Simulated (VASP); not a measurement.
Set up this calculation in VASP 6.6.1, as the native input.

* Task: single point
* Functional: r2SCAN
* Potentials or basis: VASP PAW PBE potentials, release 64 (Ti_sv, C, H)
* Cutoff: 520 eV
* k mesh: 9 × 9 × 1
* Occupations: gaussian, width 0.1 eV
* Spin: no spin polarisation
* Dipole correction: yes
* Further INCAR settings: ALGO = Normal; EDIFF = 1e-06; NBANDS = 46

Slab: Ti4HC5, a slab with vacuum.

```
Ti C H
1.0
     3.06036    0.00000    0.00000
     0.00000    3.06036    0.00000
     0.00000    0.00000   26.59200
Ti C H
4 5 1
Direct
  0.50000 0.50000 0.31965
  0.00000 0.00000 0.40102
  0.49834 0.50166 0.48180
  0.00003 0.99997 0.56163
  0.00000 0.00000 0.31965
  0.50000 0.50000 0.40102
  0.00120 0.99880 0.48226
  0.50488 0.49512 0.56196
  0.39909 0.60091 0.61060
  0.51529 0.48471 0.64671
```

These files were run (other wordings do the same):

POSCAR

```
Ti4HC5
1.0
    3.0603581490      0.0000000000      0.0000000000
    0.0000000000      3.0603581490      0.0000000000
    0.0000000000      0.0000000000     26.5920000000
Ti C H
4 5 1
Direct
    0.5000000000      0.5000000000      0.3196450060
    0.0000000000      0.0000000000      0.4010228640
    0.4983350332      0.5016649668      0.4818042968
    0.0000320679     -0.0000320679      0.5616258259
    0.0000000000      0.0000000000      0.3196450060
    0.5000000000      0.5000000000      0.4010228640
    0.0012014003     -0.0012014003      0.4822581588
    0.5048783480      0.4951216520      0.5619569408
    0.3990911786      0.6009088214      0.6105973631
    0.5152875295      0.4847124705      0.6467141388
```

INCAR.step1

```
SYSTEM = Ti4HC5
PREC = Accurate
ENCUT = 520
ISMEAR = 0
SIGMA = 0.1
LREAL = .FALSE.
LASPH = .TRUE.
NELM = 80
LDIPOL = .TRUE.
IDIPOL = 3
DIPOL = 0.5 0.5 0.479
NBANDS = 46
GGA = PE
ALGO = Normal
EDIFF = 1E-4
LWAVE = .TRUE.
LCHARG = .FALSE.
```

INCAR.step2

```
SYSTEM = Ti4HC5
PREC = Accurate
ENCUT = 520
EDIFF = 1E-6
ISMEAR = 0
SIGMA = 0.1
LREAL = .FALSE.
LASPH = .TRUE.
NELM = 80
ALGO = Normal
ISIF = 2
LWAVE = .FALSE.
LCHARG = .FALSE.
LDIPOL = .TRUE.
IDIPOL = 3
DIPOL = 0.5 0.5 0.479
METAGGA = R2SCAN
LMIXTAU = .TRUE.
NBANDS = 46
ISTART = 1
```

KPOINTS

```
Automatic mesh
0
G
  9 9 1
  0 0 0
```

Potentials or basis: VASP PAW PBE potentials, release 64 (Ti_sv, C, H).

Run with:

```console
$ cat potpaw_PBE.64/Ti_sv/POTCAR potpaw_PBE.64/C/POTCAR potpaw_PBE.64/H/POTCAR > POTCAR
$ cp INCAR.step1 INCAR
$ mpirun -np 1 vasp_std > vasp.out
$ cp INCAR.step2 INCAR
$ mpirun -np 1 vasp_std > vasp.out
```

It gave:

```json
{"Largest force": "1.480 eV/Å"}
```

Caveat: the PAW data sets were made with another functional, which shifts forces and pressure a little.

Wall time 12 min on 1 thread of Intel(R) Xeon(R) 6975P-C (Granite Rapids) (shared host), peak memory 0.51 GiB.
